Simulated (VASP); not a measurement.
# MgB2 (P6/mmm) in VASP: further runs

The runs below take MgB2 through vibrations by perturbation theory, with LDA.

All numbers are computed with VASP 6.6.1; they aren't measurements. Logs are shortened: lines on timing, memory, paths and dates and some standing lists are left out, and cuts for length are marked.

## (1) The cell of the first run

Symmetry: P6/mmm, No. 191, hexagonal system. The conventional cell has a = 3.025 Å, b = 3.025 Å, c = 3.427 Å, α = 90.00°, β = 90.00°, γ = 120.00°. Within 3.2 Å of Mg (site symmetry 6/mmm) lie 12 B at 2.45 Å and 6 Mg at 3.02 Å. Within 2.3 Å of B (site symmetry -6m2) lie 3 B at 1.75 Å.

## (2) Vibrations by perturbation theory, LDA (volume scaled by 0.985)

The input, INCAR:

```
SYSTEM = MgB2
PREC     = Accurate       ! precision mode
ENCUT    = 520            ! plane-wave cutoff, eV
EDIFF    = 1E-8           ! SCF threshold, eV
ISMEAR   = -1             ! smearing method
SIGMA    = 0.1            ! smearing width, eV
LREAL    = .FALSE.        ! projectors in reciprocal space
LASPH    = .TRUE.         ! aspherical terms in the spheres
NELM     = 100            ! most SCF steps
ALGO     = Normal         ! electronic algorithm
ISIF     = 2              ! what is computed and relaxed
LWAVE    = .FALSE.        ! write WAVECAR
LCHARG   = .FALSE.        ! write CHGCAR
NBANDS   = 11             ! bands
IBRION   = 8              ! ionic algorithm
NSW      = 1              ! ionic steps
```

The input, KPOINTS:

```
regular mesh
0
G
  10 10 8
  0 0 0
```

The input, POSCAR:

```
MgB2
1.0
    3.0245159973      0.0000000000      0.0000000000
   -1.5122579987      2.6193076878      0.0000000000
    0.0000000000      0.0000000000      3.4268639824
Mg B
1 2
Direct
    0.0000000000      0.0000000000      0.0000000000
    0.3333333333      0.6666666667      0.5000000000
    0.6666666667      0.3333333333      0.5000000000
```

Potentials or basis: VASP PAW LDA potentials, release 64 (Mg, B).

Run with:

```bash
cat potpaw_LDA.64/Mg/POTCAR potpaw_LDA.64/B/POTCAR > POTCAR
mpirun -np 1 vasp_std > vasp.out
```

OUTCAR:

```text
SYSTEM = MgB2
   PREC = Accurate
   ENCUT = 520
   EDIFF = 1E-8
   ISMEAR = -1
   LREAL = .FALSE.
   LASPH = .TRUE.
   NELM = 100
   ISIF = 2
   IBRION = 8
   NSW = 1

 ion  position               nearest neighbor table
   1  0.000  0.000  0.000-   2 2.45   3 2.45   2 2.45   3 2.45   3 2.45   3 2.45   2 2.45   2 2.45
                             3 2.45   3 2.45   2 2.45   2 2.45
   2  0.333  0.667  0.500-   3 1.75   3 1.75   3 1.75   1 2.45   1 2.45   1 2.45   1 2.45   1 2.45
                             1 2.45
   3  0.667  0.333  0.500-   2 1.75   2 1.75   2 1.75   1 2.45   1 2.45   1 2.45   1 2.45   1 2.45
                             1 2.45

  LATTYP: Found a hexagonal cell.
 ALAT       =     3.0245159973
 C/A-ratio  =     1.1330288831

  Lattice vectors:

 A1 = (   3.0245159973,   0.0000000000,   0.0000000000)
 A2 = (  -1.5122579987,   2.6193076878,   0.0000000000)
 A3 = (   0.0000000000,   0.0000000000,   3.4268639824)

Analysis of symmetry for initial positions (statically):
=====================================================================
 Subroutine PRICEL returns:
 Original cell was already a primitive cell.

 Routine SETGRP: Setting up the symmetry group for a
 hexagonal supercell.

 Subroutine GETGRP returns: Found 24 space group operations
 (whereof 24 operations were pure point group operations)
 out of a pool of 24 trial point group operations.

The static configuration has the point symmetry D_6h.

Analysis of symmetry for dynamics (positions and initial velocities):
=====================================================================
 Subroutine PRICEL returns:
 Original cell was already a primitive cell.

 Routine SETGRP: Setting up the symmetry group for a
 hexagonal supercell.

 Subroutine GETGRP returns: Found 24 space group operations
 (whereof 24 operations were pure point group operations)
 out of a pool of 24 trial point group operations.

The dynamic configuration has the point symmetry D_6h.

 Subroutine INISYM returns: Found 24 space group operations
 (whereof 24 operations are pure point group operations),
 and found     1 'primitive' translations

----------------------------------------------------------------------------------------

                                     Primitive cell

  volume of cell :      27.1481

  direct lattice vectors                    reciprocal lattice vectors
     3.024515997  0.000000000  0.000000000     0.330631414  0.190890136  0.000000000
    -1.512257999  2.619307688  0.000000000     0.000000000  0.381780271  0.000000000
     0.000000000  0.000000000  3.426863982     0.000000000  0.000000000  0.291811991

  length of vectors
     3.024515997  3.024515997  3.426863982     0.381780271  0.381780271  0.291811991

  position of ions in fractional coordinates (direct lattice)
     0.000000000  0.000000000  0.000000000
     0.333333333  0.666666667  0.500000000
     0.666666667  0.333333333  0.500000000

  ion indices of the primitive-cell ions
   primitive index   ion index
                 1           1
                 2           2
                 3           3

----------------------------------------------------------------------------------------

 KPOINTS: regular mesh

Automatic generation of k-mesh.
 Grid dimensions read from file:
 generate k-points for:   10   10    8

 Generating k-lattice:

  Cartesian coordinates                     Fractional coordinates (reciprocal lattice)
[... 102 lines left out ...]
 Free energy of the ion-electron system (eV)
  ---------------------------------------------------
  ext. energy  EPLUGINS =         0.00000000
  ---------------------------------------------------
  free energy    TOTEN  =       -17.29549152 eV

  energy without entropy =      -17.27219280  energy(sigma->0) =      -17.28384216

 E-fermi :   5.7349     XC(G=0): -11.3659

 val. band max:        5.7145084927   @ k =   0.1000  -0.0000   0.5000
 cond. band min:       5.7952275528   @ k =   0.3000   0.2000   0.0000
 fundamental gap:      0.0807190600
 Fermi energy:         5.7349030078

 k-point     1 :       0.0000    0.0000    0.0000
  band No.  band energies     occupation
      1      -6.9799      2.00000
      2       2.7278      2.00000
      3       6.0707      0.06728
      4       6.0707      0.06728
      5       7.6499      0.00000
      6      12.1915      0.00000
      7      12.1915      0.00000
      8      14.5331      0.00000
      9      16.0702      0.00000
     10      18.8883      0.00000
     11      22.3507      0.00000
[... 309 lines left out ...]
 k-point    24 :       0.4000    0.1000    0.1250
  band No.  band energies     occupation
      1      -3.2340      2.00000
      2      -1.4874      2.00000
      3       2.7791      2.00000
      4       5.0444      1.99800
      5       8.0171      0.00000
      6      11.1630      0.00000
      7      12.5140      0.00000
      8      14.4810      0.00000
      9      16.3321      0.00000
     10      19.7014      0.00000
     11      20.6493      0.00000

 [... further k-points ...]
[... 5 lines left out ...]
  --------------------------------------------------------------------------------------
  -------------------------------------------------------------------------------------
  Total        0.3952941      0.3952941      0.2079080     -0.0000000      0.0000000     -0.0000000
  in kB       23.3287566     23.3287566     12.2699421     -0.0000000      0.0000000     -0.0000000
  external PRESSURE =      19.6424851 kB  Pullay stress =       0.0000000 kB

 VOLUME and BASIS-vectors are now :
 -----------------------------------------------------------------------------
  energy-cutoff  :      520.00
  volume of cell :       27.15
      direct lattice vectors                 reciprocal lattice vectors
     3.024515997  0.000000000  0.000000000     0.330631414  0.190890136  0.000000000
    -1.512257999  2.619307688  0.000000000     0.000000000  0.381780271  0.000000000
     0.000000000  0.000000000  3.426863982     0.000000000  0.000000000  0.291811991

 POSITION                                       TOTAL-FORCE (eV/Angst)
 -----------------------------------------------------------------------------------
      0.00000      0.00000      0.00000         0.000000      0.000000      0.000000
     -0.00000      1.74621      1.71343        -0.000000      0.000000     -0.000000
      1.51226      0.87310      1.71343         0.000000     -0.000000      0.000000
 -----------------------------------------------------------------------------------
    total drift:                                0.000000     -0.000000      0.000000

  FREE ENERGIE OF THE ION-ELECTRON SYSTEM (eV)
  ---------------------------------------------------
  free  energy   TOTEN  =       -17.2954915226 eV

  energy  without entropy=      -17.2721927968  energy(sigma->0) =      -17.28384216

[... ionic steps 2 to 3 ...]

--------------------------------------- Ionic step        4  -------------------------------------------

------------------------ aborting loop because EDIFF is reached ----------------------------------------
[... 11 lines left out ...]
[... ionic steps 8 to 8 ...]

--------------------------------------- Ionic step        9  -------------------------------------------

 Free energy of the ion-electron system (eV)
  ---------------------------------------------------
  ---------------------------------------------------
  free energy    TOTEN  =        -0.04275527 eV

  energy without entropy =       -0.04275527

------------------------ aborting loop because EDIFF is reached ----------------------------------------

 INTERNAL STRAIN TENSOR  FOR ION    2  DIRECTION 3   (eV/Angst):
 -----------------------------------------------------------------------------
     0.00425 -0.00000  0.00000
     0.00000  0.00425  0.00000
    -0.00000  0.00000 -0.01121

 INTERNAL STRAIN TENSOR FOR ION    3 for displacements in x,y,z  (eV/Angst):
          X           Y           Z          XY          YZ          ZX
  --------------------------------------------------------------------------------
  x    -0.00000     0.00000    -0.00000     4.37425     0.00000     0.00000
  y     4.37425    -4.37425     0.00000     0.00000     0.00000     0.00000
  z     0.00000     0.00000     0.00000     0.00000     0.00000    -0.00000

 SECOND DERIVATIVES (NOT SYMMETRIZED)
 ------------------------------------
               1X          1Y          1Z          2X          2Y          2Z          3X          3Y          3Z
  1X    -5.437783    0.000000    0.000000    2.718892   -0.000000    0.000000    2.718892   -0.000000    0.000000
  1Y     0.000000   -5.437783    0.000000   -0.000000    2.718892    0.000000   -0.000000    2.718892    0.000000
  1Z     0.000000    0.000000   -7.748841    0.000000    0.000000    3.874420   -0.000000    0.000000    3.874420
  2X     2.727872   -0.000000    0.000000   -7.375392    0.000000    0.000000    4.647519   -0.000000    0.000000
  2Y    -0.000000    2.727872    0.000000    0.000000   -7.375392    0.000000   -0.000000    4.647519    0.000000
  2Z     0.000000    0.000000    3.875870    0.000000    0.000000  -12.228170   -0.000000    0.000000    8.352300
  3X     2.727872   -0.000000    0.000000    4.647519   -0.000000    0.000000   -7.375392    0.000000    0.000000
  3Y    -0.000000    2.727872    0.000000   -0.000000    4.647519    0.000000    0.000000   -7.375392    0.000000
  3Z     0.000000    0.000000    3.875870   -0.000000    0.000000    8.352300    0.000000    0.000000  -12.228170

 Eigenvectors and eigenvalues of the dynamical matrix
 ----------------------------------------------------

   1 f  =   21.569766 THz   135.526838 2PiTHz  719.489956 cm-1    89.205345 meV
             X         Y         Z           dx          dy          dz
      0.000000  0.000000  0.000000    -0.000000   -0.000000    0.000000
     -0.000000  1.746205  1.713432    -0.000000   -0.000000   -0.707107
      1.512258  0.873103  1.713432     0.000000    0.000000    0.707107
[... 43 lines left out ...]
   9 f/i=    0.008876 THz     0.055772 2PiTHz    0.296086 cm-1     0.036710 meV
             X         Y         Z           dx          dy          dz
      0.000000  0.000000  0.000000    -0.048855   -0.726391   -0.000000
     -0.000000  1.746205  1.713432    -0.032530   -0.483659   -0.000000
      1.512258  0.873103  1.713432    -0.032530   -0.483659   -0.000000

--------------------------------------------------------------------------------------------------------

 ELASTIC MODULI CONTR FROM IONIC RELAXATION (kBar)
 Direction    XX          YY          ZZ          XY          YZ          ZX
 --------------------------------------------------------------------------------
 XX        -187.8448    187.8448     -0.0000      0.0000      0.0000     -0.0000
 YY         187.8448   -187.8448      0.0000      0.0000     -0.0000      0.0000
 ZZ          -0.0000      0.0000     -0.0000      0.0000      0.0000     -0.0000
 XY           0.0000      0.0000      0.0000   -187.8448     -0.0000      0.0000
 YZ           0.0000     -0.0000      0.0000     -0.0000     -0.0000      0.0000
 ZX          -0.0000      0.0000     -0.0000      0.0000      0.0000     -0.0000
 --------------------------------------------------------------------------------
```

Run time: 68 s. Hardware: 1 thread of Intel Xeon 6975P-C (Granite Rapids), shared host; peak memory 0.32 GiB.

Results:

- Highest phonon frequency at Γ, LO-TO splitting left out: 719 cm⁻¹

Phonon frequencies in cm⁻¹ (negative: imaginary):
```csv
q point,frequencies
"(0.000, 0.000, 0.000)",0 0 0 360 360 429 550 550 719
```

Caveat: the cell wasn't relaxed at this level first, which shifts response properties.

(Part 1 of 2 ends here.)
